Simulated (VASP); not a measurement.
Input of a VASP 6.6.1 run:

Contents of INCAR:

```
SYSTEM = B6I
PREC = Accurate ; ENCUT = 520
EDIFF = 1E-6 ; ISMEAR = 0
SIGMA = 0.1 ; LREAL = .FALSE.
LASPH = .TRUE. ; NELM = 60
ALGO = Normal ; ISIF = 2
LWAVE = .FALSE. ; LCHARG = .TRUE.
GGA = PE ; LELF = .TRUE.
LVHAR = .TRUE. ; NBANDS = 22
```

Contents of KPOINTS:

```
regular mesh
0
G
  6 6 4
  0 0 0
```

The input POSCAR:

```
B6I
1.0
    5.3841635000      0.0000000000      0.0000000000
   -2.6920817500      4.6628223700      0.0000000000
    0.0000000000      0.0000000000      3.8027163700
B I
6 1
Direct
    0.3333333300      0.6666666700      0.5000000000
    0.6666666700      0.3333333300      0.5000000000
    0.5000000000      0.0000000000      0.5000000000
    0.0000000000      0.5000000000      0.5000000000
    0.5000000000      0.5000000000      0.5000000000
    0.0000000000      0.0000000000      0.5000000000
    0.0000000000      0.0000000000      0.0000000000
```

Potentials or basis: VASP PAW PBE potentials, release 64 (B, I).

Launch:

```bash
$ cat potpaw_PBE.64/B/POTCAR potpaw_PBE.64/I/POTCAR > POTCAR
$ mpirun -np 1 vasp_std > vasp.out
```

(1) What does it give for the pressure?

(2) Estimate the band gap on the k mesh.

Results:

(1) 18.9 GPa.

(2) zero (an odd number of electrons rules out a gap without spin polarisation).

Caveat: the k points lie up to 0.41 Å⁻¹ apart, too coarse for converged energies and pressures of a metal; spin-orbit coupling is left out, which moves the levels of the heavy elements; an odd number of electrons without spin polarisation forces a metal; a magnetic or distorted state may lie lower.
